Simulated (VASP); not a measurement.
Input of a VASP 6.6.1 run:

File INCAR:

```
SYSTEM = KZnF3
PREC = Accurate
ENCUT = 520
EDIFF = 1E-6
ISMEAR = 0
SIGMA = 0.02
LREAL = .False.
LASPH = .True.
NELM = 60
ALGO = Normal
ISIF = 2
LWAVE = .False.
LCHARG = .False.
GGA = PE
NBANDS = 29
```

File KPOINTS:

```
Automatic mesh
0
Gamma
  6 6 6
  0 0 0
```

Contents of POSCAR:

```
KZnF3
1.0
    4.0022879974      0.0000000000      0.0000000000
    0.0000000000      4.0022879974      0.0000000000
    0.0000000000      0.0000000000      4.0022879974
K Zn F
1 1 3
Direct
    0.0000000000      0.0000000000      0.0000000000
    0.5000000000      0.5000000000      0.5000000000
    0.0000000000      0.5000000000      0.5000000000
    0.5000000000      0.0000000000      0.5000000000
    0.5000000000      0.5000000000      0.0000000000
```

Potentials or basis: VASP PAW PBE potentials, release 64 (K_sv, Zn, F).

Command:

```bash
$ cat potpaw_PBE.64/K_sv/POTCAR potpaw_PBE.64/Zn/POTCAR potpaw_PBE.64/F/POTCAR > POTCAR
$ mpirun -np 1 vasp_std > vasp.out
```

**Question.** What does it give for the pressure?

**Answer.** 8.5 GPa.

**Question.** Estimate the band gap on the k mesh.

**Answer.** 3.88 eV, indirect (least direct gap 5.95 eV).

A k mesh can miss the band edges. As with any semilocal functional, this PBE gap is likely too small.
